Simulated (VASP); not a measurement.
# InP: single point with LDA

The system is InP.

```
In P
1.0
     0.00000    2.84682    3.02499
     3.02499    0.00000    3.02499
     3.02499    2.84682    0.00000
In P
1 1
Cartesian
  0.0000 0.0000 0.0000
  4.5375 4.2702 4.5375
```

This cell differs from its parent crystal: volume 26.050 Å^3 an atom, c/a of the conventional cell 0.9411.

```yaml
Program: VASP 6.6.1
Task: single point
Functional: LDA
Potentials_or_basis: VASP PAW LDA potentials, release 64 (In_d, P)
Cutoff: 520 eV
k_mesh: 12 × 12 × 12
Occupations: gaussian, width 0.05 eV
Spin: no spin polarisation
Dipole_correction: no
Further_INCAR_settings: ALGO = Normal; EDIFF = 1e-06; NBANDS = 16
```

```json
{
 "Pressure": "-3.3 GPa",
 "Band gap on the k mesh": "0.14 eV, direct"
}
```

Stress tensor (GPa, compression positive):
```
-4.16  0.00  0.00
 0.00 -1.71  0.00
 0.00  0.00 -4.16
```

Levels at points of the mesh, in eV from the valence-band top:
| k point | band 7 | band 8 | band 9 | band 10 | band 11 | band 12 |
| --- | --- | --- | --- | --- | --- | --- |
| (0.00, 0.00, 0.00) | -0.26 | -0.26 | 0.00 | 0.14 | 3.75 | 3.85 |
| (0.50, 0.00, 0.00) | -5.81 | -1.29 | -0.92 | 1.03 | 4.34 | 4.79 |
| (0.50, 0.50, 0.00) | -5.99 | -2.30 | -2.27 | 1.60 | 2.14 | 8.39 |
| (0.50, 0.00, 0.50) | -5.63 | -2.62 | -2.62 | 1.29 | 1.60 | 8.97 |

Wall time 3.3 min on 1 thread of AMD EPYC 7R13 (shared host), peak memory 0.22 GiB.

Caveat: spin-orbit coupling is left out, which moves the levels of the heavy elements.
